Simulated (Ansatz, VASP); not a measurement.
# Two plane-wave programs on InP

File POSCAR:

```
InP
1.0
    0.0000000000      2.8947118821      2.8947118821
    2.8947118821      0.0000000000      2.8947118821
    2.8947118821      2.8947118821      0.0000000000
In P
1 1
Direct
    0.0000000000      0.0000000000      0.0000000000
    0.2500000000      0.2500000000      0.2500000000
```

File INCAR.step1:

```
  ALGO = Normal
  EDIFF = 1E-4
  ENCUT = 520
  GGA = PE
  GGA_COMPAT = F
  ISMEAR = -1
  LASPH = T
  LCHARG = F
  LNONCOLLINEAR = T
  LREAL = F
  LSORBIT = T
  LWAVE = T
  MAGMOM = 0 0 0 0 0 0
  NBANDS = 30
  NELM = 150
  PREC = Accurate
  SIGMA = 0.02
```

Contents of INCAR.step2:

```
  ALGO = Normal
  EDIFF = 1E-7
  ENCUT = 520
  GGA_COMPAT = F
  ISIF = 2
  ISMEAR = -1
  ISTART = 1
  LASPH = T
  LCHARG = F
  LMIXTAU = T
  LNONCOLLINEAR = T
  LORBIT = 11
  LORBMOM = T
  LREAL = F
  LSORBIT = T
  LWAVE = F
  MAGMOM = 0 0 0 0 0 0
  METAGGA = R2SCAN
  NBANDS = 30
  NELM = 150
  PREC = Accurate
  SIGMA = 0.02
```

KPOINTS

```
k-points
0
Gamma
  8 8 8
```

Input for Ansatz:

```yaml
crystal:
  lattice:
    - [0.0, 2.8947118821, 2.8947118821]
    - [2.8947118821, 0.0, 2.8947118821]
    - [2.8947118821, 2.8947118821, 0.0]
  atoms:
    - { symbol: In, position: [0.0, 0.0, 0.0] }
    - { symbol: P, position: [0.25, 0.25, 0.25] }
kpoints:
  mp_grid: { grid: [8, 8, 8] }
  band_path:
    path:
      - [0.0, 0.0, 0.0]
      - [-0.5, -0.5, 0.0]
      - [-0.375, -0.375, 0.25]
      - [-0.375, 0.0, 0.375]
      - [0.0, 0.0, 0.5]
      - [-0.5, -0.25, 0.25]
    npoints: 1
hamiltonian:
  xc: r2scan
scf:
  occupations: { method: fermi_dirac, width: 0.02 }
  n_extra_bands: 8
magnetization:
  noncollinear: true
  spin_orbit: true
output:
  forces: true
  stress: true
  eigenvalues: true
```

Change from the starting cell: hydrostatic strain -2.0%.

Alike in both runs: task single point; functional r2SCAN; k mesh 8 × 8 × 8; occupations fermi-dirac, width 0.02 eV; non-collinear spin, spin-orbit coupling.

```csv
,VASP,Ansatz
version,VASP 6.6.1,Ansatz 0.2.0
potentials or method,"VASP PAW PBE potentials, release 64 (In_d, P)","plane waves, PAW"
plane-wave cutoff (eV),520,500
valence electrons in the cell,18,18
```

```csv
,VASP,Ansatz,Ansatz less VASP
pressure (GPa),4.5,4.6,+0.11
```

VASP's potentials were made for PBE, not for r2SCAN. With one functional, cell and mesh, what is left measures potentials, basis and numerics.
